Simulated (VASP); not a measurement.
# Si (P6_3/mmc) in VASP: further runs

The runs below take Si through single point, with r2SCAN.

All numbers are computed with VASP 6.6.1; they aren't measurements. Logs are shortened: lines on timing, memory, paths and dates and some standing lists are left out, and cuts for length are marked.

**1. The cell of the first run**

The structure is hexagonal, space group P6_3/mmc (No. 194). The conventional cell has a = 2.599 Å, b = 2.599 Å, c = 4.394 Å, α = 90.00°, β = 90.00°, γ = 120.00°. Within 3.4 Å of Si (site symmetry -6m2) lie 12 Si at 2.60 to 2.66 Å.

This isn't the form of Si at room conditions, which is diamond.

**2. Single point, r2SCAN (strain -0.025 along x and y, -0.025 along z)**

Contents of POSCAR:

```
Si
1.0
    2.5989380717      0.0000000000      0.0000000000
   -1.2994690358      2.2507463929      0.0000000000
    0.0000000000      0.0000000000      4.3936125382
Si
2
Direct
    0.3333333333      0.6666666667      0.2500000000
    0.6666666667      0.3333333333      0.7500000000
```

Contents of INCAR.step1:

```
PREC = Accurate
ENCUT = 520
ISMEAR = 0
SIGMA = 0.15
LREAL = F
LASPH = T
NELM = 100
NBANDS = 11
GGA = PE
ALGO = Normal
EDIFF = 1E-4
LWAVE = T
LCHARG = F
```

Contents of INCAR.step2:

```
PREC = Accurate
ENCUT = 520
EDIFF = 1E-6
ISMEAR = 0
SIGMA = 0.15
LREAL = F
LASPH = T
NELM = 100
ALGO = Normal
ISIF = 2
LWAVE = F
LCHARG = F
METAGGA = R2SCAN
LMIXTAU = T
NBANDS = 11
ISTART = 1
```

Contents of KPOINTS:

```
regular mesh
0
Gamma
  24 24 10
```

Potentials or basis: VASP PAW PBE potentials, release 64 (Si).

Command:

```bash
cat potpaw_PBE.64/Si/POTCAR > POTCAR
cp INCAR.step1 INCAR
mpirun -np 1 vasp_std > vasp.out
cp INCAR.step2 INCAR
mpirun -np 1 vasp_std > vasp.out
```

OUTCAR:

```text
PREC = Accurate
   ENCUT = 520
   EDIFF = 1E-6
   ISMEAR = 0
   LREAL = F
   LASPH = T
   NELM = 100
   ISIF = 2
   METAGGA = R2SCAN
   ISTART = 1

 ion  position               nearest neighbor table
   1  0.333  0.667  0.250-   2 2.66   2 2.66   2 2.66   2 2.66   2 2.66   2 2.66
   2  0.667  0.333  0.750-   1 2.66   1 2.66   1 2.66   1 2.66   1 2.66   1 2.66

  LATTYP: Found a hexagonal cell.
 ALAT       =     2.5989380717
 C/A-ratio  =     1.6905414508

  Lattice vectors:

 A1 = (   2.5989380717,   0.0000000000,   0.0000000000)
 A2 = (  -1.2994690358,   2.2507463929,   0.0000000000)
 A3 = (   0.0000000000,   0.0000000000,   4.3936125382)

Analysis of symmetry for initial positions (statically):
=====================================================================
 Subroutine PRICEL returns:
 Original cell was already a primitive cell.

 Routine SETGRP: Setting up the symmetry group for a
 hexagonal supercell.

 Subroutine GETGRP returns: Found 24 space group operations
 (whereof 12 operations were pure point group operations)
 out of a pool of 24 trial point group operations.

The static configuration has the point symmetry D_3d.
 The point group associated with its full space group is D_6h.

Analysis of symmetry for dynamics (positions and initial velocities):
=====================================================================
 Subroutine PRICEL returns:
 Original cell was already a primitive cell.

 Routine SETGRP: Setting up the symmetry group for a
 hexagonal supercell.

 Subroutine GETGRP returns: Found 24 space group operations
 (whereof 12 operations were pure point group operations)
 out of a pool of 24 trial point group operations.

The dynamic configuration has the point symmetry D_3d.
 The point group associated with its full space group is D_6h.

 Subroutine INISYM returns: Found 24 space group operations
 (whereof 12 operations are pure point group operations),
 and found     1 'primitive' translations

----------------------------------------------------------------------------------------

                                     Primitive cell

  volume of cell :      25.7007

  direct lattice vectors                    reciprocal lattice vectors
     2.598938072  0.000000000  0.000000000     0.384772539  0.222148529  0.000000000
    -1.299469036  2.250746393  0.000000000     0.000000000  0.444297058  0.000000000
     0.000000000  0.000000000  4.393612538     0.000000000  0.000000000  0.227603138

  length of vectors
     2.598938072  2.598938072  4.393612538     0.444297058  0.444297058  0.227603138
[... 85 lines left out ...]
   IBRION =     -1    ionic relax: 0-MD 1-quasi-New 2-CG
   NFREE  =      0    steps in history (QN), initial steepest desc. (CG)
   ISIF   =      2    stress and relaxation
   ISYM   =      2    0-nonsym 1-usesym 2-fastsym
   POTIM  = 0.5000    time-step for ionic-motion
   TEBEG  =    0.0;   TEEND  =   0.0 temperature during run
   PSTRESS=    0.0 pullay stress
   NELECT =       8.0000    total number of electrons
   NUPDOWN=      -1.0000    fix difference up-down
   EMIN   =  10.00;   EMAX   =-10.00  energy-range for DOS
   EFERMI =   0.00;   METHOD = LEGACY
   ISMEAR =     0;   SIGMA  =   0.15  broadening in eV -4-tet -1-fermi 0-gaus
   EFERMI_NEDOS =   21; number of points for ismear=-14 and -15
   IALGO  =     38    algorithm
   IMIX   =      4    mixing-type and parameters
     AMIX     =   0.40;   BMIX     =  1.00
     AMIX_MAG =   1.60;   BMIX_MAG =  1.00
  volume/ion in A,a.u.               =      12.85        86.72
  Fermi-wavevector in a.u.,A,eV,Ry     =   1.109490  2.096632 16.748339  1.230968
  Thomas-Fermi vector in A             =   2.246030
   LORBIT       =      0    0 simple, 1 ext, 2 COOP (PROOUT), +10 PAW based schemes
   METAGGA = R2SCAN    functional components
   LHFCALC =     F    Hartree Fock is set to
   AEXX    =    0.0000 exact exchange contribution
   IVDW    =     0    specifies the selected vdW correction
   LEPSILON=     F    determine dielectric tensor
   LRPA    =     F    only Hartree local field effects (RPA)
 non-spin polarized calculation
 Gauss-broadening in eV      SIGMA  =   0.15
  energy-cutoff  :      520.00
  volume of cell :       25.70
 maximum number of plane-waves:       707
 NGX is ok and might be reduce to    20
   NGX =  9   NGY =  9   NGZ = 17

 number of electron       7.9999999 magnetization

 Free energy of the ion-electron system (eV)
  ---------------------------------------------------
  ext. energy  EPLUGINS =         0.00000000
  ---------------------------------------------------
  free energy    TOTEN  =       -16.10830810 eV

  energy without entropy =      -16.10040728  energy(sigma->0) =      -16.10435769

 E-fermi :  11.8587     XC(G=0): -12.4959

 val. band max:       11.8574684852   @ k =   0.4167   0.1667   0.4000
 cond. band min:      11.8592298738   @ k =   0.3750   0.1250   0.0000
 fundamental gap:      0.0017613886
 Fermi energy:        11.8586541716

 k-point     1 :       0.0000    0.0000    0.0000
  band No.  band energies     occupation
      1      -4.7100      2.00000
      2       2.9259      2.00000
      3       3.3578      2.00000
      4      22.2839      0.00000
      5      22.2839      0.00000
      6      23.2835      0.00000
      7      23.2835      0.00000
      8      23.8017      0.00000
      9      24.5227      0.00000
     10      27.0363      0.00000
     11      28.1956      0.00000
[... 309 lines left out ...]
 k-point    24 :       0.4583    0.0417    0.0000
  band No.  band energies     occupation
      1       2.1742      2.00000
      2       3.4531      2.00000
      3       9.5918      2.00000
      4       9.6746      2.00000
      5      11.0064      2.00000
      6      11.6688      1.92649
      7      15.3130      0.00000
      8      19.4550      0.00000
      9      21.6938      0.00000
     10      23.2082      0.00000
     11      26.0732      0.00000

 [... further k-points ...]
[... 5 lines left out ...]
  --------------------------------------------------------------------------------------
  -------------------------------------------------------------------------------------
  Total        1.0082268      1.0082268      1.3619889      0.0000000      0.0000000      0.0000000
  in kB       62.8527911     62.8527911     84.9062990      0.0000000      0.0000000      0.0000000
  external PRESSURE =      70.2039604 kB  Pullay stress =       0.0000000 kB

 VOLUME and BASIS-vectors are now :
 -----------------------------------------------------------------------------
  energy-cutoff  :      520.00
  volume of cell :       25.70
      direct lattice vectors                 reciprocal lattice vectors
     2.598938072  0.000000000  0.000000000     0.384772539  0.222148529  0.000000000
    -1.299469036  2.250746393  0.000000000     0.000000000  0.444297058  0.000000000
     0.000000000  0.000000000  4.393612538     0.000000000  0.000000000  0.227603138

 POSITION                                       TOTAL-FORCE (eV/Angst)
 -----------------------------------------------------------------------------------
     -0.00000      1.50050      1.09840         0.000000     -0.000000      0.000000
      1.29947      0.75025      3.29521        -0.000000      0.000000      0.000000
 -----------------------------------------------------------------------------------
    total drift:                               -0.000000      0.000000     -0.000000

  FREE ENERGIE OF THE ION-ELECTRON SYSTEM (eV)
  ---------------------------------------------------
  free  energy   TOTEN  =       -16.1083081006 eV

  energy  without entropy=      -16.1004072834  energy(sigma->0) =      -16.10435769
```

OSZICAR.step1:

```text
N       E                     dE             d eps       ncg     rms          rms(c)
DAV:   1     0.602444467005E+01    0.60244E+01   -0.35802E+03  8060   0.623E+02
DAV:   2    -0.937988356082E+01   -0.15404E+02   -0.14814E+02 10508   0.876E+01
DAV:   3    -0.978469388209E+01   -0.40481E+00   -0.39963E+00 10610   0.113E+01
DAV:   4    -0.978599025991E+01   -0.12964E-02   -0.12961E-02  9727   0.794E-01
DAV:   5    -0.978599433383E+01   -0.40739E-05   -0.40727E-05 10149   0.408E-02    0.474E+00
DAV:   6    -0.975494562931E+01    0.31049E-01   -0.72780E-03  9178   0.414E-01    0.263E+00
DAV:   7    -0.973688141561E+01    0.18064E-01   -0.14407E-02  8789   0.582E-01    0.169E-01
DAV:   8    -0.973673278346E+01    0.14863E-03   -0.17508E-04 10765   0.938E-02    0.166E-02
DAV:   9    -0.973673216909E+01    0.61438E-06   -0.33072E-06  5334   0.111E-02
   1 F= -.97367322E+01 E0= -.97324651E+01  d E =-.853415E-02
```

It took 2.7 min on 1 thread of AMD EPYC 9R45 (Zen 5), shared host; peak memory 0.17 GiB.

Results:

* Free energy: -16.1083 eV
* Pressure: 7.0 GPa
* Band gap on the k mesh: zero (bands 4 and 5 overlap by 14.61 eV)

Caveat: the cell differs from its parent crystal (strain -0.025 along x and y, -0.025 along z); the cell stands under pressure; the PAW data sets were made with another functional, which shifts forces and pressure a little.

**3. Single point, r2SCAN (strain -0.050 along x and y, +0.050 along z)**

Contents of POSCAR:

```
Si
1.0
    2.5322986339      0.0000000000      0.0000000000
   -1.2661493170      2.1930349470      0.0000000000
    0.0000000000      0.0000000000      4.7315827335
Si
2
Direct
    0.3333333333      0.6666666667      0.2500000000
    0.6666666667      0.3333333333      0.7500000000
```

Contents of INCAR.step1:

```
PREC = Accurate
ENCUT = 520
ISMEAR = 0
SIGMA = 0.15
LREAL = False
LASPH = True
NELM = 100
NBANDS = 11
GGA = PE
ALGO = Normal
EDIFF = 1E-4
LWAVE = True
LCHARG = False
```

Contents of INCAR.step2:

```
PREC = Accurate
ENCUT = 520
EDIFF = 1E-7
ISMEAR = 0
SIGMA = 0.15
LREAL = False
LASPH = True
NELM = 100
ALGO = Normal
ISIF = 2
LWAVE = False
LCHARG = False
METAGGA = R2SCAN
LMIXTAU = True
NBANDS = 11
ISTART = 1
```

Contents of KPOINTS:

```
Automatic mesh
0
Gamma
  24 24 10
```

Potentials or basis: VASP PAW PBE potentials, release 64 (Si).

Command:

```bash
cat potpaw_PBE.64/Si/POTCAR > POTCAR
cp INCAR.step1 INCAR
mpirun -np 1 vasp_std > vasp.out
cp INCAR.step2 INCAR
mpirun -np 1 vasp_std > vasp.out
```

OUTCAR:

```text
PREC = Accurate
   ENCUT = 520
   EDIFF = 1E-7
   ISMEAR = 0
   LREAL = False
   LASPH = True
   NELM = 100
   ISIF = 2
   METAGGA = R2SCAN
   ISTART = 1

 ion  position               nearest neighbor table
   1  0.333  0.667  0.250-   2 2.78   2 2.78   2 2.78   2 2.78   2 2.78   2 2.78
   2  0.667  0.333  0.750-   1 2.78   1 2.78   1 2.78   1 2.78   1 2.78   1 2.78

  LATTYP: Found a hexagonal cell.
 ALAT       =     2.5322986339
 C/A-ratio  =     1.8684931825

  Lattice vectors:

 A1 = (   2.5322986339,   0.0000000000,   0.0000000000)
 A2 = (  -1.2661493170,   2.1930349470,   0.0000000000)
 A3 = (   0.0000000000,   0.0000000000,   4.7315827335)

Analysis of symmetry for initial positions (statically):
=====================================================================
 Subroutine PRICEL returns:
 Original cell was already a primitive cell.

 Routine SETGRP: Setting up the symmetry group for a
 hexagonal supercell.

 Subroutine GETGRP returns: Found 24 space group operations
 (whereof 12 operations were pure point group operations)
 out of a pool of 24 trial point group operations.

The static configuration has the point symmetry D_3d.
 The point group associated with its full space group is D_6h.

Analysis of symmetry for dynamics (positions and initial velocities):
=====================================================================
 Subroutine PRICEL returns:
 Original cell was already a primitive cell.

 Routine SETGRP: Setting up the symmetry group for a
 hexagonal supercell.

 Subroutine GETGRP returns: Found 24 space group operations
 (whereof 12 operations were pure point group operations)
 out of a pool of 24 trial point group operations.

The dynamic configuration has the point symmetry D_3d.
 The point group associated with its full space group is D_6h.

 Subroutine INISYM returns: Found 24 space group operations
 (whereof 12 operations are pure point group operations),
 and found     1 'primitive' translations

----------------------------------------------------------------------------------------

[... 117 lines left out ...]
   METAGGA = R2SCAN    functional components
   LHFCALC =     F    Hartree Fock is set to
   AEXX    =    0.0000 exact exchange contribution
   IVDW    =     0    specifies the selected vdW correction
   LEPSILON=     F    determine dielectric tensor
   LRPA    =     F    only Hartree local field effects (RPA)
 non-spin polarized calculation
 Gauss-broadening in eV      SIGMA  =   0.15
  energy-cutoff  :      520.00
  volume of cell :       26.28
 maximum number of plane-waves:       738
 NGX is ok and might be reduce to    20
   NGX =  9   NGY =  9   NGZ = 17

 number of electron       8.0000000 magnetization

 Free energy of the ion-electron system (eV)
  ---------------------------------------------------
  ext. energy  EPLUGINS =         0.00000000
  ---------------------------------------------------
  free energy    TOTEN  =       -16.08705440 eV

  energy without entropy =      -16.07878398  energy(sigma->0) =      -16.08291919

 E-fermi :  11.5648     XC(G=0): -12.3684

 val. band max:       11.5538813567   @ k =   0.4583   0.0417   0.0000
 cond. band min:      11.5664635738   @ k =   0.4167   0.0000   0.0000
 fundamental gap:      0.0125822170
 Fermi energy:        11.5648333618

 k-point     1 :       0.0000    0.0000    0.0000
  band No.  band energies     occupation
      1      -4.8274      2.00000
      2       1.1615      2.00000
      3       2.8114      2.00000
      4      20.5008      0.00000
      5      21.0853      0.00000
      6      23.7972      0.00000
      7      23.7972      0.00000
      8      24.3606      0.00000
      9      24.3606      0.00000
     10      28.0048      0.00000
     11      28.0114      0.00000
[... 309 lines left out ...]
 k-point    24 :       0.4583    0.0417    0.0000
  band No.  band energies     occupation
      1       2.4311      2.00000
      2       3.7057      2.00000
      3       8.1790      2.00000
      4       9.6063      2.00000
      5       9.7234      2.00000
      6      11.5539      1.08224
      7      16.2339      0.00000
      8      20.3464      0.00000
      9      21.0637      0.00000
     10      23.7123      0.00000
     11      24.8229      0.00000

 [... further k-points ...]
[... 5 lines left out ...]
  --------------------------------------------------------------------------------------
  -------------------------------------------------------------------------------------
  Total        1.4791645      1.4791645      0.0140690     -0.0000000     -0.0000000      0.0000000
  in kB       90.1903647     90.1903647      0.8578383     -0.0000000     -0.0000000      0.0000000
  external PRESSURE =      60.4128559 kB  Pullay stress =       0.0000000 kB

 VOLUME and BASIS-vectors are now :
 -----------------------------------------------------------------------------
  energy-cutoff  :      520.00
  volume of cell :       26.28
      direct lattice vectors                 reciprocal lattice vectors
     2.532298634  0.000000000  0.000000000     0.394898132  0.227994543  0.000000000
    -1.266149317  2.193034947  0.000000000     0.000000000  0.455989086  0.000000000
     0.000000000  0.000000000  4.731582733     0.000000000  0.000000000  0.211345771

 POSITION                                       TOTAL-FORCE (eV/Angst)
 -----------------------------------------------------------------------------------
     -0.00000      1.46202      1.18290         0.000000     -0.000000      0.000000
      1.26615      0.73101      3.54869        -0.000000      0.000000      0.000000
 -----------------------------------------------------------------------------------
    total drift:                               -0.000000      0.000000     -0.000000

  FREE ENERGIE OF THE ION-ELECTRON SYSTEM (eV)
  ---------------------------------------------------
  free  energy   TOTEN  =       -16.0870543976 eV

  energy  without entropy=      -16.0787839757  energy(sigma->0) =      -16.08291919
```

Run time: 3.1 min. Hardware: 1 thread of AMD EPYC 9R45 (Zen 5), shared host; peak memory 0.17 GiB.

Results:

```
Free energy            : -16.0871 eV
Pressure               : 6.0 GPa
Band gap on the k mesh : zero (bands 4 and 5 overlap by 12.56 eV)
```

Stress tensor (GPa, compression positive):
```
9.02 0.00 0.00
0.00 9.02 0.00
0.00 0.00 0.09
```

Caveat: the cell differs from its parent crystal (strain -0.050 along x and y, +0.050 along z); the cell stands under pressure; the PAW data sets were made with another functional, which shifts forces and pressure a little.

(Continued in part 2 of 2.)
